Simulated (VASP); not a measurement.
# Pt (Fm-3m) in VASP: further runs, part 2 of 2

VASP 6.6.1.

### 4 Relaxation of cell and atoms, BLYP

Input file INCAR:

```
PREC     = Accurate       # precision mode
ENCUT    = 600            # plane-wave cutoff, eV
EDIFF    = 1E-6           # SCF threshold, eV
ISMEAR   = -1             # smearing method
SIGMA    = 0.05           # smearing width, eV
LREAL    = F              # projectors in reciprocal space
LASPH    = T              # aspherical terms in the spheres
NELM     = 60             # most SCF steps
ALGO     = Normal         # electronic algorithm
ISIF     = 3              # what is computed and relaxed
LWAVE    = F              # write WAVECAR
LCHARG   = F              # write CHGCAR
GGA      = B5             # functional
ALDAX    = 1.0          
AGGAX    = 1.0          
AGGAC    = 1.0          
ALDAC    = 0.0          
IBRION   = 2              # ionic algorithm
NSW      = 60             # ionic steps
EDIFFG   = -0.01          # ionic threshold
```

Input file KPOINTS:

```
Automatic mesh
0
Gamma
  12 12 12
```

Input file POSCAR:

```
Pt
1.0
    0.0000000000      1.9609000000      1.9609000000
    1.9609000000      0.0000000000      1.9609000000
    1.9609000000      1.9609000000      0.0000000000
Pt
1
Direct
    0.0000000000      0.0000000000      0.0000000000
```

Potentials or basis: VASP PAW PBE potentials, release 64 (Pt).

Started as:

```bash
$ cat potpaw_PBE.64/Pt/POTCAR > POTCAR
$ mpirun -np 1 vasp_std > vasp.out
```

OUTCAR:

```text
PREC = Accurate
   ENCUT = 600
   EDIFF = 1E-6
   ISMEAR = -1
   LREAL = F
   LASPH = T
   NELM = 60
   ISIF = 3
   GGA = B5
   IBRION = 2
   NSW = 60
   EDIFFG = -0.01

 ion  position               nearest neighbor table
   1  0.000  0.000  0.000-

  LATTYP: Found a face centered cubic cell.
 ALAT       =     3.9218000000

  Lattice vectors:

 A1 = (   0.0000000000,   1.9609000000,   1.9609000000)
 A2 = (   1.9609000000,   0.0000000000,   1.9609000000)
 A3 = (   1.9609000000,   1.9609000000,   0.0000000000)

Analysis of symmetry for initial positions (statically):
=====================================================================
 Subroutine PRICEL returns:
 Original cell was already a primitive cell.

 Routine SETGRP: Setting up the symmetry group for a
 face centered cubic supercell.

 Subroutine GETGRP returns: Found 48 space group operations
 (whereof 48 operations were pure point group operations)
 out of a pool of 48 trial point group operations.

The static configuration has the point symmetry O_h .

Analysis of symmetry for dynamics (positions and initial velocities):
=====================================================================
 Subroutine PRICEL returns:
 Original cell was already a primitive cell.

 Routine SETGRP: Setting up the symmetry group for a
 face centered cubic supercell.

 Subroutine GETGRP returns: Found 48 space group operations
 (whereof 48 operations were pure point group operations)
 out of a pool of 48 trial point group operations.

The dynamic configuration has the point symmetry O_h .

 Subroutine INISYM returns: Found 48 space group operations
 (whereof 48 operations are pure point group operations),
 and found     1 'primitive' translations

----------------------------------------------------------------------------------------

                                     Primitive cell

  volume of cell :      15.0798

  direct lattice vectors                    reciprocal lattice vectors
     0.000000000  1.960900000  1.960900000    -0.254984956  0.254984956  0.254984956
     1.960900000  0.000000000  1.960900000     0.254984956 -0.254984956  0.254984956
     1.960900000  1.960900000  0.000000000     0.254984956  0.254984956 -0.254984956

  length of vectors
     2.773131374  2.773131374  2.773131374     0.441646899  0.441646899  0.441646899

  position of ions in fractional coordinates (direct lattice)
     0.000000000  0.000000000  0.000000000

  ion indices of the primitive-cell ions
   primitive index   ion index
                 1           1

----------------------------------------------------------------------------------------

 KPOINTS: Automatic mesh

Automatic generation of k-mesh.
 Grid dimensions read from file:
 generate k-points for:   12   12   12

 Generating k-lattice:

  Cartesian coordinates                     Fractional coordinates (reciprocal lattice)
    -0.021248746  0.021248746  0.021248746     0.083333333  0.000000000  0.000000000
     0.021248746 -0.021248746  0.021248746     0.000000000  0.083333333  0.000000000
     0.021248746  0.021248746 -0.021248746     0.000000000  0.000000000  0.083333333

  Length of vectors
     0.036803908  0.036803908  0.036803908

  Shift w.r.t. Gamma in fractional coordinates (k-lattice)
     0.000000000  0.000000000  0.000000000

 Subroutine IBZKPT returns following result:
 ===========================================

 Found     72 irreducible k-points:

 Following reciprocal coordinates:
            Coordinates               Weight
  0.000000  0.000000  0.000000      1.000000
  0.083333  0.000000  0.000000      8.000000
  0.166667  0.000000  0.000000      8.000000
  0.250000  0.000000  0.000000      8.000000
  0.333333  0.000000  0.000000      8.000000
  0.416667  0.000000  0.000000      8.000000
[... 16 lines left out ...]
  0.500000  0.166667  0.000000     24.000000
 -0.416667  0.166667  0.000000     24.000000
 [... further k-points ...]
   k-points           NKPTS =     72   k-points in BZ     NKDIM =     72   number of bands    NBANDS=      9
   number of dos      NEDOS =    301   number of ions     NIONS =      1
   total plane-waves  NPLWV =  13824
   dimension x,y,z NGX =    24 NGY =   24 NGZ =   24
   dimension x,y,z NGXF=    48 NGYF=   48 NGZF=   48
   ions per type =               1
   NGX,Y,Z   is equivalent  to a cutoff of  14.39, 14.39, 14.39 a.u.
   NGXF,Y,Z  is equivalent  to a cutoff of  28.78, 28.78, 28.78 a.u.
 SYSTEM =  unknown system
   PREC   = accura    normal or accurate (medium, high low for compatibility)
   ISTART =      0    job   : 0-new  1-cont  2-samecut
   ICHARG =      2    charge: 1-file 2-atom 10-const
   ISPIN  =      1    spin polarized calculation?
   LNONCOLLINEAR =      F non collinear calculations
   LSORBIT =      F    spin-orbit coupling
   LASPH  =      T    aspherical Exc in radial PAW
   ENCUT  =  600.0 eV  44.10 Ry    6.64 a.u.   5.54  5.54  5.54*2*pi/ulx,y,z
   NELM   =     60;   NELMIN=  2; NELMDL= -5     # of ELM steps
   EDIFF  = 0.1E-05   stopping-criterion for ELM
   LREAL  =      F    real-space projection
   EDIFFG = -.1E-01   stopping-criterion for IOM
   NSW    =     60    number of steps for IOM
   IBRION =      2    ionic relax: 0-MD 1-quasi-New 2-CG
   NFREE  =      1    steps in history (QN), initial steepest desc. (CG)
   ISIF   =      3    stress and relaxation
   ISYM   =      2    0-nonsym 1-usesym 2-fastsym
   POTIM  = 0.5000    time-step for ionic-motion
   TEBEG  =    0.0;   TEEND  =   0.0 temperature during run
   PSTRESS=    0.0 pullay stress
   NELECT =      10.0000    total number of electrons
   NUPDOWN=      -1.0000    fix difference up-down
   EMIN   =  10.00;   EMAX   =-10.00  energy-range for DOS
   EFERMI =   0.00;   METHOD = LEGACY
   ISMEAR =    -1;   SIGMA  =   0.05  broadening in eV -4-tet -1-fermi 0-gaus
   EFERMI_NEDOS =   21; number of points for ismear=-14 and -15
   IALGO  =     38    algorithm
   IMIX   =      4    mixing-type and parameters
     AMIX     =   0.40;   BMIX     =  1.00
     AMIX_MAG =   1.60;   BMIX_MAG =  1.00
  volume/ion in A,a.u.               =      15.08       101.76
  Fermi-wavevector in a.u.,A,eV,Ry     =   1.427609  2.697791 27.729605  2.038068
  Thomas-Fermi vector in A             =   2.547760
   LORBIT       =      0    0 simple, 1 ext, 2 COOP (PROOUT), +10 PAW based schemes
   GGA     = B5    functional components
   LHFCALC =     F    Hartree Fock is set to
   AEXX    =    0.0000 exact exchange contribution
   IVDW    =     0    specifies the selected vdW correction
   LEPSILON=     F    determine dielectric tensor
   LRPA    =     F    only Hartree local field effects (RPA)
 conjugate gradient relaxation of ions
 non-spin polarized calculation
  energy-cutoff  :      600.00
  volume of cell :       15.08
 maximum number of plane-waves:       531
 NGX is ok and might be reduce to    24
   NGX = 11   NGY = 11   NGZ = 11

--------------------------------------- Ionic step        1  -------------------------------------------

 number of electron      10.0000000 magnetization

 Free energy of the ion-electron system (eV)
  ---------------------------------------------------
  ext. energy  EPLUGINS =         0.00000000
  ---------------------------------------------------
  free energy    TOTEN  =        -4.88743734 eV

  energy without entropy =       -4.87239871  energy(sigma->0) =       -4.87991802

 E-fermi :  11.8843     XC(G=0): -12.7933

 val. band max:       11.8798314447   @ k =  -0.2500   0.4167   0.1667
 cond. band min:      11.8849491195   @ k =  -0.4167   0.4167   0.1667
 fundamental gap:      0.0051176748
 Fermi energy:        11.8842836060

 k-point     1 :       0.0000    0.0000    0.0000
  band No.  band energies     occupation
      1       1.8016      2.00000
      2       8.0611      2.00000
      3       8.0611      2.00000
      4       8.0611      2.00000
      5      10.2141      2.00000
      6      10.2141      2.00000
      7      26.7995      0.00000
      8      31.6176      0.00000
      9      31.6176      0.00000
[... 413 lines left out ...]
  energy  without entropy=       -4.9951976918  energy(sigma->0) =       -5.00360881

--------------------------------------- Ionic step        5  -------------------------------------------

 number of electron       9.9999999 magnetization

 Free energy of the ion-electron system (eV)
  ---------------------------------------------------
  ext. energy  EPLUGINS =         0.00000000
  ---------------------------------------------------
  free energy    TOTEN  =        -5.01205406 eV

  energy without entropy =       -4.99526975  energy(sigma->0) =       -5.00366190

 E-fermi :   9.9810     XC(G=0): -12.1986

 val. band max:        9.9803774609   @ k =  -0.4167   0.4167   0.1667
 cond. band min:       9.9869290475   @ k =   0.5000   0.4167   0.0833
 fundamental gap:      0.0065515866
 Fermi energy:         9.9809587218

 k-point     1 :       0.0000    0.0000    0.0000
  band No.  band energies     occupation
      1       0.9961      2.00000
      2       6.7544      2.00000
      3       6.7544      2.00000
      4       6.7544      2.00000
      5       8.5689      2.00000
      6       8.5689      2.00000
      7      25.1340      0.00000
      8      29.3611      0.00000
      9      29.3611      0.00000
[... 304 lines left out ...]
  FREE ENERGIE OF THE ION-ELECTRON SYSTEM (eV)
  ---------------------------------------------------
  free  energy   TOTEN  =        -5.0120540554 eV

  energy  without entropy=       -4.9952697519  energy(sigma->0) =       -5.00366190

 reached required accuracy - stopping structural energy minimisation
```

Wall time 32 s (1 thread of Intel Xeon 6975P-C (Granite Rapids), shared host); peak memory 0.16 GiB.

What came out:

- Free energy: -5.0121 eV
- Relaxed volume: 16.72 Å³/atom
- Relaxed cell: a = 2.870 Å, b = 2.870 Å, c = 2.870 Å, α = 60.00°, β = 60.00°, γ = 60.00°
- Space group after relaxing (to 0.05 Å): Fm-3m (No. 225)
- Energy gained by relaxing: 124.6 meV/atom
- Ionic steps: 5
- Pressure after relaxing: 0.0 GPa
- Band gap on the k mesh: zero (band 5 reaches 10.37 eV, above the bottom of band 6 at 8.49 eV)

The path:
```
step  energy change (eV)  largest force (eV/Å)  pressure (GPa)  volume (Å³)
   1              0.0000                0.0000           27.22        15.08
   2              0.3427                0.0000          -24.17        21.39
   3             -0.1236                0.0000           -1.88        16.89
   4             -0.1246                0.0000           -0.38        16.75
   5             -0.1246                0.0000            0.05        16.72
```

Final structure:
```yaml
crystal:
  lattice:
    - [0.00000, 2.02948, 2.02948]
    - [2.02948, 0.00000, 2.02948]
    - [2.02948, 2.02948, 0.00000]
  atoms:
    - { symbol: Pt, position: [0.00000, 0.00000, 0.00000] }
```

Caveat: the PAW data sets were made with another functional, which shifts forces and pressure a little; spin-orbit coupling is left out, which moves the levels of the heavy elements; the volume moved by +11 % from the deposited cell, more than functionals usually miss. BLYP gives volumes clearly too large for solids.

### 5 Single point, PBEsol, non-collinear spin, zero start, spin-orbit coupling

Input file INCAR:

```
  PREC = Accurate
  ENCUT = 520
  EDIFF = 1E-7
  ISMEAR = -1
  SIGMA = 0.05
  LREAL = False
  LASPH = True
  NELM = 150
  ALGO = Fast
  ISIF = 2
  LWAVE = False
  LCHARG = True
  MAGMOM = 0 0 0
  LORBIT = 11
  LSORBIT = True
  GGA_COMPAT = False
  LORBMOM = True
  LMAXMIX = 4
  GGA = PS
  LVHAR = True
  NBANDS = 21
```

Input file KPOINTS:

```
regular mesh
0
Gamma
  9 9 9
```

POSCAR is that of step 4.

Started as:

```bash
$ cat potpaw_PBE.64/Pt/POTCAR > POTCAR
$ mpirun -np 1 vasp_ncl > vasp.out
```

Run time: 24 s. Hardware: 1 thread of Intel Xeon 6975P-C (Granite Rapids), shared host; peak memory 0.2 GiB.

It converged, with:

```yaml
Free_energy: -7.3796 eV
Pressure: -0.9 GPa
Net_moment: 0.00 μB per cell
Valence_electrons_inside_the_program's_atomic_spheres: Pt 9.29
```

Moments on the atoms (μB; x, y, z):
```
Pt  0.00 0.00 0.00
```

Caveat: the PAW data sets were made with another functional, which shifts forces and pressure a little.

### 6 Overview

```tsv
task	level	spin	cell	k mesh	cutoff (eV)	gap on the mesh (eV)	pressure (GPa)	relaxed volume (Å³/atom)
relaxation of cell and atoms	RPBE	off	relaxed	12 × 12 × 12	600	none	-0.1	15.90
relaxation of cell and atoms	revPBE	off	relaxed	12 × 12 × 12	600	none	-0.1	15.82
relaxation of cell and atoms	BLYP	off	relaxed	12 × 12 × 12	600	none	0.0	16.72
single point	PBEsol	non-collinear, zero start, SOC	as given	9 × 9 × 9	520	-	-0.9	-
```

Alike in all rows: potentials or basis VASP PAW PBE potentials, release 64 (Pt); smearing fermi-dirac 0.05 eV.

Caveats: the PAW data sets were made with another functional, which shifts forces and pressure a little; spin-orbit coupling is left out, which moves the levels of the heavy elements (some runs); the volume moved by +11 % from the deposited cell, more than functionals usually miss (some runs).

Absolute energies hang on the potentials; compare differences alone.
